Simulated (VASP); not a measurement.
Set up this calculation in VASP 6.6.1, as the native input.

- Task: single point
- Functional: PBE
- Potentials or basis: VASP PAW PBE potentials, release 64 (Zn, F)
- Cutoff: 600 eV
- k mesh: 6 × 6 × 8
- Occupations: fermi-dirac, width 0.02 eV
- Spin: no spin polarisation
- Dipole correction: no
- Further INCAR settings: ALGO = Normal; EDIFF = 1e-06; NBANDS = 35

The structure of ZnF2 lies in POSCAR:

```
ZnF2
1.0
    4.7033622564      0.0000000000      0.0000000000
    0.0000000000      4.7033622564      0.0000000000
    0.0000000000      0.0000000000      3.2787501618
Zn F
2 4
Direct
    0.0000000000      0.0000000000      0.0000000000
    0.5000000000      0.5000000000      0.5000000000
    0.3042305215      0.3042305215      0.0000000000
    0.1957694785      0.8042305215      0.5000000000
    0.6957694785      0.6957694785      0.0000000000
    0.8042305215      0.1957694785      0.5000000000
```

This cell differs from its parent crystal: uniaxial z strain +4.9%.

One way to write it, as run:

INCAR

```
PREC = Accurate
ENCUT = 600
EDIFF = 1E-6
ISMEAR = -1
SIGMA = 0.02
LREAL = False
LASPH = True
NELM = 120
ALGO = Normal
ISIF = 2
LWAVE = False
LCHARG = False
GGA = PE
NBANDS = 35
GGA_COMPAT = False
```

KPOINTS

```
Automatic mesh
0
Gamma
  6 6 8
```

Potentials or basis: VASP PAW PBE potentials, release 64 (Zn, F).

The run is started by

```bash
$ cat potpaw_PBE.64/Zn/POTCAR potpaw_PBE.64/F/POTCAR > POTCAR
$ mpirun -np 1 vasp_std > vasp.out
```

It gave:

The pressure is 0.5 GPa and the band gap on the k mesh is 3.37 eV.

Caveat: the cell differs from its parent crystal (uniaxial z strain +4.9%).

Wall time 2.1 min on 1 thread of AMD EPYC 7R43 64-Core Processor (Zen 3), on a shared host, peak memory 0.23 GiB.
